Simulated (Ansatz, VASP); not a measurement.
One calculation of SnO2, two programs

```
CELL_PARAMETERS angstrom
3.95191 0.00000 0.00000
0.00000 3.95191 0.00000
0.00000 0.00000 7.83339
ATOMIC_POSITIONS crystal
Sn 0.00000 0.00000 0.00000
Sn 0.00000 0.00000 0.50000
O 0.50000 0.00000 0.00000
O 0.00000 0.50000 0.50000
O 0.00000 0.00000 0.25000
O 0.00000 0.00000 0.75000
```

Change from the starting cell: ordered vacancies on the anion sites of rhenium trioxide (P4_2/mmc, No. 131).

Alike in both runs: functional PBE; k mesh 10 × 10 × 6; occupations gaussian, width 0.1 eV; no spin polarisation.

Ansatz relaxed the structure, and its values are those at the end. VASP's run is a single point on that final structure, the one shown.

|  | VASP | Ansatz |
| --- | --- | --- |
| version | VASP 6.6.1 | Ansatz 0.2.0 |
| potentials or method | VASP PAW PBE potentials, release 64 (Sn_d, O), cutoff 520 eV | scalar-relativistic, plane waves, PAW |
| valence electrons in the cell | 52 | 52 |

Ansatz gave:

- gap on the k mesh at the Fermi level (eV): none
- pressure (GPa): 0.0

**Question.** Estimate VASP's values.

**Answer.** gap on the k mesh at the Fermi level (eV): none; pressure (GPa): 0.3.

A gap of «none» marks a metal or a gap that the smearing closes.
